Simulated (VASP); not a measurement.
A run of VASP 6.6.1 is set up as follows.

POSCAR

```
ZnO
1.0
    0.0000000000      2.1716002509      2.1716002509
    2.1716002509      0.0000000000      2.1716002509
    2.1716002509      2.1716002509      0.0000000000
Zn O
1 1
Direct
    0.0000000000      0.0000000000      0.0000000000
    0.5000000000      0.5000000000      0.5000000000
```

Contents of INCAR.step1:

```
  PREC = Accurate
  ENCUT = 520
  ISMEAR = -1
  SIGMA = 0.1
  LREAL = F
  LASPH = T
  NELM = 60
  NBANDS = 16
  GGA = PE
  ALGO = Normal
  EDIFF = 1E-4
  LWAVE = T
  LCHARG = F
```

The input INCAR.step2:

```
  PREC = Accurate
  ENCUT = 520
  EDIFF = 1E-6
  ISMEAR = -1
  SIGMA = 0.1
  LREAL = F
  LASPH = T
  NELM = 60
  ALGO = Normal
  ISIF = 2
  LWAVE = F
  LCHARG = T
  METAGGA = R2SCAN
  LMIXTAU = T
  LELF = T
  LVHAR = T
  NBANDS = 16
  ISTART = 1
```

The input KPOINTS:

```
Automatic mesh
0
Gamma
  13 13 13
```

Potentials or basis: VASP PAW PBE potentials, release 64 (Zn, O).

The run is started by

```console
$ cat potpaw_PBE.64/Zn/POTCAR potpaw_PBE.64/O/POTCAR > POTCAR
$ cp INCAR.step1 INCAR
$ mpirun -np 1 vasp_std > vasp.out
$ cp INCAR.step2 INCAR
$ mpirun -np 1 vasp_std > vasp.out
```

(1) What does it give for the band gap on the k mesh?

(2) Predict the pressure.

Results:

(1) 1.31 eV, indirect (least direct gap 2.53 eV).

(2) -7.8 GPa.

Caveat: the PAW data sets were made with another functional, which shifts forces and pressure a little.
